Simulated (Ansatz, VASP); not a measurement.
Cd2Mo: VASP beside Ansatz

```
CELL_PARAMETERS angstrom
0.00000 3.12658 3.12658
3.12658 0.00000 3.12658
3.12658 3.12658 0.00000
ATOMIC_POSITIONS crystal
Cd 0.25000 0.25000 0.25000
Cd 0.75000 0.75000 0.75000
Mo 0.00000 0.00000 0.00000
```

Alike in both runs: task single point; functional PBE; k mesh 6 × 6 × 6; occupations gaussian, width 0.1 eV; no spin polarisation.

```csv
,VASP,Ansatz
version,VASP 6.6.1,Ansatz 0.2.0
potentials or method,"VASP PAW PBE potentials, release 64 (Cd, Mo_sv), cutoff 520 eV","scalar-relativistic, plane waves, PAW"
valence electrons in the cell,38,54
```

Ansatz gave:

| Item | Value |
| --- | --- |
| gap on the k mesh at the Fermi level (eV) | none |
| pressure (GPa) | 12.2 |

Problem. Which values does VASP return?

Solution. gap on the k mesh at the Fermi level (eV): none; pressure (GPa): 12.9.

A gap of «none» marks a metal or a gap that the smearing closes. VASP's potentials hold 38 valence electrons a cell and Ansatz's 54, so a difference there can come from the potentials and not from the codes.
